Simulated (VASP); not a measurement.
# C12N in VASP: a series of runs

Runs on C12N. Level: PBE+D3(BJ). Tasks: single point.

All numbers are computed with VASP 6.6.1; they aren't measurements. Logs are shortened: lines on timing, memory, paths and dates and some standing lists are left out, and cuts for length are marked.

**1. The cell of the first run**

The cell holds a slab with vacuum, 26 atoms: a = 4.931 Å, b = 7.223 Å, c = 23.736 Å, α = 90.00°, β = 90.00°, γ = 109.96°.

**2. Single point, PBE+D3(BJ)**

INCAR

```
SYSTEM = C12N
PREC = Accurate
ENCUT = 520
EDIFF = 1E-7
ISMEAR = 0
SIGMA = 0.05
LREAL = Auto
LASPH = .TRUE.
NELM = 100
ALGO = Normal
ISIF = 2
LWAVE = .FALSE.
LCHARG = .FALSE.
LDIPOL = .TRUE.
IDIPOL = 3
DIPOL = 0.5 0.5 0.293
GGA = PE
IVDW = 12
NBANDS = 72
ISYM = 0
```

KPOINTS

```
Automatic mesh
0
G
  6 4 1
  0 0 0
```

POSCAR

```
C12N
1.0
    4.9311586502      0.0000000000      0.0000000000
   -2.4655793251      6.7895556517      0.0000000000
    0.0000000000      0.0000000000     23.7359273492
C N
24 2
Direct
    0.2500000000      0.0000000000      0.1685209068
    0.2500000000      0.5000000000      0.1685209068
    0.7500000000      0.0000000000      0.1685209068
    0.7500000000      0.5000000000      0.1685209068
    0.0000000000      0.0000000000      0.1984798698
    0.0000000000      0.5000000000      0.1984798698
    0.5000000000      0.0000000000      0.1984798698
    0.5000000000      0.5000000000      0.1984798698
    0.0000000000      0.0000000000      0.2584325666
    0.0000000000      0.5000000000      0.2584325666
    0.5000000000      0.0000000000      0.2584325666
    0.5000000000      0.5000000000      0.2584325666
    0.2500000000      0.0000000000      0.2876706604
    0.2500000000      0.5000000000      0.2876706604
    0.7500000000      0.0000000000      0.2876706604
    0.7500000000      0.5000000000      0.2876706604
    0.2500000000      0.0000000000      0.3504208151
    0.2500000000      0.5000000000      0.3504208151
    0.7500000000      0.0000000000      0.3504208151
    0.7500000000      0.5000000000      0.3504208151
    0.0000000000      0.0000000000      0.3764726449
    0.0000000000      0.5000000000      0.3764726449
    0.5000000000      0.0000000000      0.3764726449
    0.5000000000      0.5000000000      0.3764726449
    0.1250000000      0.0000000000      0.5070763477
    0.1250000000      0.0000000000      0.5534195970
```

Potentials or basis: VASP PAW PBE potentials, release 64 (C, N).

Run with:

```console
> cat potpaw_PBE.64/C/POTCAR potpaw_PBE.64/N/POTCAR > POTCAR
> mpirun -np 1 vasp_std > vasp.out
```

OUTCAR:

```text
SYSTEM = C12N
   PREC = Accurate
   ENCUT = 520
   EDIFF = 1E-7
   ISMEAR = 0
   LREAL = Auto
   LASPH = .TRUE.
   NELM = 100
   ISIF = 2
   GGA = PE
   IVDW = 12
   ISYM = 0
 IVDW          = 12

 ion  position               nearest neighbor table
   1  0.250  0.000  0.169-   5 1.42   7 1.42
   2  0.250  0.500  0.169-   6 1.42   8 1.42
   3  0.750  0.000  0.169-   5 1.42   7 1.42
   4  0.750  0.500  0.169-   6 1.42   8 1.42
   5  0.000  0.000  0.198-   9 1.42   3 1.42   1 1.42
   6  0.000  0.500  0.198-  10 1.42   4 1.42   2 1.42
   7  0.500  0.000  0.198-  11 1.42   3 1.42   1 1.42
   8  0.500  0.500  0.198-  12 1.42   4 1.42   2 1.42
   9  0.000  0.000  0.258-  13 1.41  15 1.41   5 1.42
  10  0.000  0.500  0.258-  14 1.41  16 1.41   6 1.42
[... 8 lines left out ...]
  19  0.750  0.000  0.350-  21 1.38  23 1.38  15 1.49
  20  0.750  0.500  0.350-  22 1.38  24 1.38  16 1.49
  21  0.000  0.000  0.376-  17 1.38  19 1.38
  22  0.000  0.500  0.376-  18 1.38  20 1.38
  23  0.500  0.000  0.376-  17 1.38  19 1.38
  24  0.500  0.500  0.376-  18 1.38  20 1.38
  25  0.125  0.000  0.507-  26 1.10
  26  0.125  0.000  0.553-  25 1.10

IMPORTANT INFORMATION: All symmetrisations will be switched off!
NOSYMM: (Re-)initialisation of all symmetry stuff for point group C_1.

----------------------------------------------------------------------------------------

                                     Primitive cell

  volume of cell :     794.6878

  direct lattice vectors                    reciprocal lattice vectors
     4.931158650  0.000000000  0.000000000     0.202792096  0.073642522  0.000000000
    -2.465579325  6.789555652  0.000000000     0.000000000  0.147285044  0.000000000
     0.000000000  0.000000000 23.735927349     0.000000000  0.000000000  0.042130227

  length of vectors
     4.931158650  7.223375067 23.735927349     0.215749520  0.147285044  0.042130227

  position of ions in fractional coordinates (direct lattice)
     0.250000000  0.000000000  0.168520907
     0.250000000  0.500000000  0.168520907
     0.750000000  0.000000000  0.168520907
     0.750000000  0.500000000  0.168520907
     0.000000000  0.000000000  0.198479870
     1.000000000  0.500000000  0.198479870
[... 18 lines left out ...]
     0.125000000  0.000000000  0.507076348
     0.125000000  0.000000000  0.553419597

  ion indices of the primitive-cell ions
   primitive index   ion index
                 1           1
                 2           2
                 3           3
                 4           4
                 5           5
[... 115 lines left out ...]
   NELECT =     106.0000    total number of electrons
   NUPDOWN=      -1.0000    fix difference up-down
   EMIN   =  10.00;   EMAX   =-10.00  energy-range for DOS
   EFERMI =   0.00;   METHOD = LEGACY
   ISMEAR =     0;   SIGMA  =   0.05  broadening in eV -4-tet -1-fermi 0-gaus
   EFERMI_NEDOS =   21; number of points for ismear=-14 and -15
   IALGO  =     38    algorithm
   IMIX   =      4    mixing-type and parameters
     AMIX     =   0.40;   BMIX     =  1.00
     AMIX_MAG =   1.60;   BMIX_MAG =  1.00
  volume/ion in A,a.u.               =      30.56       206.26
  Fermi-wavevector in a.u.,A,eV,Ry     =   0.836459  1.580678  9.519500  0.699663
  Thomas-Fermi vector in A             =   1.950187
   LORBIT       =      0    0 simple, 1 ext, 2 COOP (PROOUT), +10 PAW based schemes
   GGA     = PE    functional components
   LHFCALC =     F    Hartree Fock is set to
   AEXX    =    0.0000 exact exchange contribution
   IVDW    =    12    specifies the selected vdW correction
   LEPSILON=     F    determine dielectric tensor
   LRPA    =     F    only Hartree local field effects (RPA)
 non-spin polarized calculation
 Gauss-broadening in eV      SIGMA  =   0.05
  energy-cutoff  :      520.00
  volume of cell :      794.69
 maximum number of plane-waves:     21426
 NGX is ok and might be reduce to    40
   NGX = 19   NGY = 27   NGZ = 89

 dipolmoment           0.000000      0.000000      0.078312 electrons x Angstroem

 number of electron     106.0000014 magnetization

 dipolmoment           0.000000      0.000000     -0.119877 electrons x Angstroem

 Free energy of the ion-electron system (eV)
  ---------------------------------------------------
  ext. energy  EPLUGINS =         0.00000000
  ---------------------------------------------------
  free energy    TOTEN  =      -211.96684897 eV

  energy without entropy =     -211.93826970  energy(sigma->0) =     -211.95255933

 E-fermi :  -3.4894     XC(G=0):  -3.9310

 val. band max:       -3.4931863735   @ k =   0.3333  -0.0000   0.0000
 cond. band min:      -3.4834012673   @ k =   0.3333   0.2500   0.0000
 fundamental gap:      0.0097851063
 Fermi energy:        -3.4893950178

 k-point     1 :       0.0000    0.0000    0.0000
  band No.  band energies     occupation
      1     -25.7562      2.00000
      2     -22.3079      2.00000
      3     -22.0444      2.00000
      4     -20.6020      2.00000
      5     -20.3561      2.00000
      6     -18.2393      2.00000
[... 941 lines left out ...]
     64       2.0458      0.00000
     65       2.0511      0.00000
 [bands above 65 left out]

------------------------ aborting loop because EDIFF is reached ----------------------------------------

 vacuum level on the upper side and lower side of the slab       (xc-potential included)        -0.402         0.232

 Edisp (eV)   -2.89252

 E8    (eV) :    -0.8545

  FORCE on cell =-STRESS in cart. coord.  units (eV):
  Direction    XX          YY          ZZ          XY          YZ          ZX
  --------------------------------------------------------------------------------------
  -------------------------------------------------------------------------------------
  Total      -0.35106    -0.86411     6.34250     0.03434     0.00003     0.08838
  in kB      -0.70778    -1.74214    12.78718     0.06923     0.00005     0.17819
  external pressure =        3.45 kB  Pullay stress =        0.00 kB

 VOLUME and BASIS-vectors are now :
 -----------------------------------------------------------------------------
  energy-cutoff  :      520.00
  volume of cell :      794.69
      direct lattice vectors                 reciprocal lattice vectors
     4.931158650  0.000000000  0.000000000     0.202792096  0.073642522  0.000000000
    -2.465579325  6.789555652  0.000000000     0.000000000  0.147285044  0.000000000
     0.000000000  0.000000000 23.735927349     0.000000000  0.000000000  0.042130227

 POSITION                                       TOTAL-FORCE (eV/Angst)
 -----------------------------------------------------------------------------------
      1.23279      0.00000      4.00000         0.012279     -0.000003      1.815082
      0.00000      3.39478      4.00000        -0.000017      0.000850      1.833709
      3.69837      0.00000      4.00000        -0.012332     -0.000008      1.798023
      2.46558      3.39478      4.00000         0.000080     -0.000858      1.833679
      0.00000      0.00000      4.71110        -0.002929      0.000020     -3.418865
     -1.23279      3.39478      4.71110        -0.000260     -0.000212     -3.457114
[... 18 lines left out ...]
      0.61639      0.00000     12.03593         0.046794      0.000001     -2.130280
      0.61639      0.00000     13.13593        -0.014789     -0.000000      2.115734
 -----------------------------------------------------------------------------------
    total drift:                                0.000007      0.000000     -0.052147

  FREE ENERGIE OF THE ION-ELECTRON SYSTEM (eV)
  ---------------------------------------------------
  free  energy   TOTEN  =      -214.8593697730 eV

  energy  without entropy=     -214.8307904985  energy(sigma->0) =     -214.84508014

 vacuum level on the upper side and lower side of the slab         2.727         3.373
```

OSZICAR:

```text
N       E                     dE             d eps       ncg     rms          rms(c)
DAV:   1     0.862026181274E+03    0.86203E+03   -0.42889E+04  2072   0.117E+03
DAV:   2    -0.827585529211E+02   -0.94478E+03   -0.91086E+03  2904   0.279E+02
DAV:   3    -0.220665537451E+03   -0.13791E+03   -0.13595E+03  2352   0.110E+02
[... 26 lines left out ...]
DAV:  30    -0.211966848179E+03   -0.56036E-06   -0.97395E-08  1552   0.525E-04    0.453E-04
DAV:  31    -0.211966848446E+03   -0.26656E-06   -0.17829E-08  1472   0.293E-04    0.296E-04
DAV:  32    -0.211966848630E+03   -0.18416E-06   -0.10604E-08  1504   0.183E-04    0.715E-05
DAV:  33    -0.211966848792E+03   -0.16239E-06   -0.40805E-09  1496   0.131E-04    0.804E-05
DAV:  34    -0.211966848901E+03   -0.10858E-06   -0.12548E-09  1496   0.953E-05    0.562E-05
DAV:  35    -0.211966848971E+03   -0.69940E-07    0.69392E-10  1456   0.602E-05
   1 F= -.21485937E+03 E0= -.21484508E+03  d E =-.285793E-01
```

stdout:

```text
POSCAR found type information on POSCAR C N
 POSCAR found :  2 types and      26 ions
 scaLAPACK will be used
 LDA part: xc-table for (Slater+PW92), standard interpolation
 -----------------------------------------------------------------------------
|                                                                             |
|           W    W    AA    RRRRR   N    N  II  N    N   GGGG   !!!           |
|           W    W   A  A   R    R  NN   N  II  NN   N  G    G  !!!           |
|           W    W  A    A  R    R  N N  N  II  N N  N  G       !!!           |
|           W WW W  AAAAAA  RRRRR   N  N N  II  N  N N  G  GGG   !            |
|           WW  WW  A    A  R   R   N   NN  II  N   NN  G    G                |
|           W    W  A    A  R    R  N    N  II  N    N   GGGG   !!!           |
|                                                                             |
|     Your reciprocal lattice and k-lattice belong to different lattice       |
|     classes:                                                                |
|                                                                             |
|        The reciprocal lattice is base centered orthorhombic,                |
|        whereas your k-lattice is simple monoclinic.                         |
|                                                                             |
|     Results are often still useful ...                                      |
|                                                                             |
 -----------------------------------------------------------------------------

 POSCAR, INCAR and KPOINTS ok, starting setup
 FFT: planning ... GRIDC
 FFT: planning ... GRID_SOFT
 FFT: planning ... GRID
 WAVECAR not read
 entering main loop
```

Wall time 21 min (1 thread of Intel Xeon 6975P-C (Granite Rapids), shared host); peak memory 1 GiB.

Results:

```
Free energy                : -214.8594 eV
Largest force              : 3.457 eV/Å
Band gap on the k mesh     : zero (bands 53 and 54 overlap by 0.09 eV)
Dispersion energy per atom : -0.111 eV
```

Forces in eV/Å, atoms in the order of the input:
```
C    0.012  0.000  1.815
C    0.000  0.001  1.834
C   -0.012  0.000  1.798
C    0.000 -0.001  1.834
C   -0.003  0.000 -3.419
C    0.000  0.000 -3.457
C    0.004  0.000 -3.404
C    0.000  0.000 -3.457
C   -0.024  0.000  1.553
C    0.000  0.001  1.583
C    0.024  0.000  1.577
C    0.000 -0.001  1.583
C   -0.026  0.000  0.038
C    0.000 -0.002 -0.003
C    0.024  0.000 -0.008
C    0.000  0.002 -0.003
C    0.004  0.000  0.200
C    0.000 -0.001 -0.017
C   -0.008  0.000 -0.065
C    0.000  0.001 -0.018
C   -0.111  0.000 -0.188
C    0.000 -0.004  0.067
C    0.084  0.000  0.106
C    0.000  0.004  0.067
N    0.047  0.000 -2.130
N   -0.015  0.000  2.116
```

Caveat: the standard files for N, O and F lose accuracy on very short bonds.

**3. Single point, PBE+D3(BJ)**

INCAR

```
PREC = Accurate
ENCUT = 520
EDIFF = 1E-7
ISMEAR = 0
SIGMA = 0.05
LREAL = Auto
LASPH = T
NELM = 60
ALGO = Normal
ISIF = 2
LWAVE = F
LCHARG = T
LDIPOL = T
IDIPOL = 3
DIPOL = 0.5 0.5 0.293
GGA = PE
IVDW = 12
LELF = T
LVHAR = T
LVACPOTAV = T
ISYM = 0
NBANDS = 72
```

KPOINTS

```
Automatic mesh
0
Gamma
  6 4 1
```

Changes to POSCAR since step 2:

```diff
@@ -32,3 +32,3 @@
     0.5000000000      0.5000000000      0.3764726449
-    0.1250000000      0.0000000000      0.5070763477
-    0.1250000000      0.0000000000      0.5534195970
+    0.1250000000      0.2500000000      0.5070763477
+    0.1250000000      0.2500000000      0.5534195970
```

Potentials or basis: VASP PAW PBE potentials, release 64 (C, N).

Run with:

```console
> cat potpaw_PBE.64/C/POTCAR potpaw_PBE.64/N/POTCAR > POTCAR
> mpirun -np 1 vasp_std > vasp.out
```

It took 22 min on 1 thread of Intel Xeon 6975P-C (Granite Rapids), shared host; peak memory 1 GiB.

Results (log left out):

```
Free energy                : -214.8702 eV
Largest force              : 3.433 eV/Å
Band gap on the k mesh     : zero (bands 53 and 54 overlap by 0.08 eV)
Dispersion energy per atom : -0.111 eV
```

Forces in eV/Å, atoms in the order of the input:
```
C    0.004  0.002  1.815
C    0.000  0.000  1.817
C   -0.004  0.002  1.815
C    0.000 -0.003  1.812
C    0.000  0.002 -3.433
C   -0.005 -0.002 -3.432
C    0.000  0.000 -3.433
C    0.005 -0.001 -3.433
C    0.000 -0.001  1.571
C   -0.010  0.001  1.576
C    0.000 -0.003  1.581
C    0.010  0.001  1.576
C   -0.009  0.004  0.005
C    0.000 -0.006  0.012
C    0.009  0.004  0.004
C    0.000 -0.001 -0.002
C    0.002  0.011  0.019
C    0.000 -0.011  0.064
C   -0.002  0.011  0.018
C    0.000 -0.004 -0.030
C    0.000 -0.044 -0.023
C   -0.034  0.016  0.034
C    0.000 -0.003  0.079
C    0.034  0.016  0.034
N    0.000  0.011 -2.154
N    0.000 -0.003  2.108
```

Levels at points of the mesh, in eV from the Fermi level:
```tsv
k point	band 51	band 52	band 53	band 54	band 55	band 56
(0.00, 0.00, 0.00)	-0.30	-0.30	-0.09	0.49	0.52	0.52
(0.50, 0.00, 0.00)	-0.12	-0.06	-0.04	0.04	0.04	0.15
(0.00, 0.50, 0.00)	-0.29	-0.29	-0.29	0.52	0.52	0.67
(0.50, 0.50, 0.00)	-0.12	-0.06	-0.04	0.04	0.04	0.15
```

Caveat: the standard files for N, O and F lose accuracy on very short bonds.
